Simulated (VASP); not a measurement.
Crystal: Cs5O3.

```
CELL_PARAMETERS angstrom
5.64993 0.00000 0.00000
0.00000 5.64993 0.00000
0.00000 0.00000 5.64993
ATOMIC_POSITIONS crystal
Cs 0.50000 0.00000 0.00000
Cs 0.00000 0.50000 0.00000
Cs 0.00000 0.00000 0.50000
Cs 0.50000 0.50000 0.50000
Cs 0.00000 0.00000 0.00000
O 0.00000 0.50000 0.50000
O 0.50000 0.00000 0.50000
O 0.50000 0.50000 0.00000
```

The cell was generated, and may not be a known phase.

| Property | Result |
| --- | --- |
| Program | VASP 6.6.1 |
| Task | relaxation of cell and atoms |
| Functional | PBE |
| Potentials or basis | VASP PAW PBE potentials, release 64 (Cs_sv, O) |
| Cutoff | 600 eV |
| k mesh | 4 × 4 × 4 |
| Occupations | gaussian, width 0.1 eV |
| Spin | no spin polarisation |

At the start: pressure 25.3 GPa; volume 22.54 Å³/atom.

Problem. How do energy, volume and symmetry change on relaxing?

Solution. Over 4 steps the energy falls by 652.0 meV/atom and the volume is 35.06 Å³/atom (+55.5 %); space group Pm-3m (No. 221, to 0.1 Å) before and after.

The path:
| step | energy change (eV) | largest force (eV/Å) | pressure (GPa) | volume (Å³) |
| --- | --- | --- | --- | --- |
| 1 | 0.0000 | 0.0000 | 25.29 | 180.36 |
| 2 | -5.1939 | 0.0000 | -0.69 | 290.11 |
| 3 | -5.2106 | 0.0000 | 0.37 | 275.78 |
| 4 | -5.2157 | 0.0000 | -0.02 | 280.50 |

Final structure:
```
Cs O
1.0
     6.54606    0.00000    0.00000
     0.00000    6.54606    0.00000
     0.00000    0.00000    6.54606
Cs O
5 3
Direct
  0.50000 0.00000 0.00000
  0.00000 0.50000 0.00000
  0.00000 0.00000 0.50000
  0.50000 0.50000 0.50000
  0.00000 0.00000 0.00000
  0.00000 0.50000 0.50000
  0.50000 0.00000 0.50000
  0.50000 0.50000 0.00000
```

Caveat: the volume moved by over 15 % at a fixed basis, so the end points are rough; an odd number of electrons without spin polarisation forces a metal; a magnetic or distorted state may lie lower.
